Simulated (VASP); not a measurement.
## Hf2H3: relaxation of cell and atoms with PBE

Crystal: Hf2H3.

```
Hf H
1.0
     4.00754    0.00000    0.00000
     0.00000    4.00754    0.00000
     0.00000    0.00000    4.00754
Hf H
2 3
Direct
  0.50000 0.50000 0.50000
  0.00000 0.00000 0.00000
  0.00000 0.50000 0.50000
  0.50000 0.00000 0.50000
  0.50000 0.50000 0.00000
```

The cell was built from a structure type or drawn by symmetry, and may not be a known phase.

- Program: VASP 6.6.1
- Task: relaxation of cell and atoms
- Functional: PBE
- Potentials or basis: VASP PAW PBE potentials, release 64 (Hf_pv, H)
- Cutoff: 600 eV
- k mesh: 4 × 4 × 4
- Occupations: gaussian, width 0.1 eV
- Spin: no spin polarisation
- Dipole correction: no
- Further INCAR settings: ALGO = Normal; EDIFF = 1e-06; IBRION = 2; EDIFFG = -0.04; NSW = 90; ISIF = 3

| Property | Result |
| --- | --- |
| Relaxed volume | 10.35 Å³/atom |
| Relaxed cell | a = 3.726 Å, b = 3.726 Å, c = 3.726 Å, α = 90.00°, β = 90.00°, γ = 90.00° |
| Space group after relaxing (to 0.1 Å) | Pm-3m (No. 221) |
| Energy gained by relaxing | 165.5 meV/atom |
| Ionic steps | 3 |
| Pressure after relaxing | 0.0 GPa |
| Band gap on the k mesh | zero (an odd number of electrons rules out a gap without spin polarisation) |

The path:
```tsv
step	energy change (eV)	largest force (eV/Å)	pressure (GPa)	volume (Å³)
1	0.0000	0.0000	-17.59	64.36
2	-0.8265	0.0000	-0.84	52.08
3	-0.8274	0.0000	-0.04	51.74
```

Final structure:
```yaml
crystal:
  lattice:
    - [3.72621, 0.00000, 0.00000]
    - [0.00000, 3.72621, 0.00000]
    - [0.00000, 0.00000, 3.72621]
  atoms:
    - { symbol: Hf, position: [0.50000, 0.50000, 0.50000] }
    - { symbol: Hf, position: [0.00000, 0.00000, 0.00000] }
    - { symbol: H, position: [0.00000, 0.50000, 0.50000] }
    - { symbol: H, position: [0.50000, 0.00000, 0.50000] }
    - { symbol: H, position: [0.50000, 0.50000, 0.00000] }
```

Levels at points of the mesh, in eV from the Fermi level:
| k point | band 10 | band 11 | band 12 | band 13 | band 14 | band 15 |
| --- | --- | --- | --- | --- | --- | --- |
| (0.00, 0.00, 0.00) | 0.60 | 0.60 | 0.60 | 1.19 | 1.19 | 4.53 |
| (0.50, 0.00, 0.00) | -1.05 | 0.38 | 0.38 | 0.71 | 0.71 | 2.24 |
| (0.50, 0.50, 0.00) | -4.23 | -1.34 | -1.34 | 1.26 | 2.60 | 3.16 |
| (0.50, 0.50, 0.50) | -1.83 | -1.83 | -1.83 | 2.81 | 3.29 | 3.32 |

Run time: 47 s on 1 thread of Intel Xeon 8259CL, with other jobs on the host, peak memory 0.19 GiB.

Caveat: the k points lie up to 0.42 Å⁻¹ apart in the final cell, too coarse for converged energies and pressures of a metal; the volume moved by over 15 % at a fixed basis, so the end points are rough; spin-orbit coupling is left out, which moves the levels of the heavy elements.
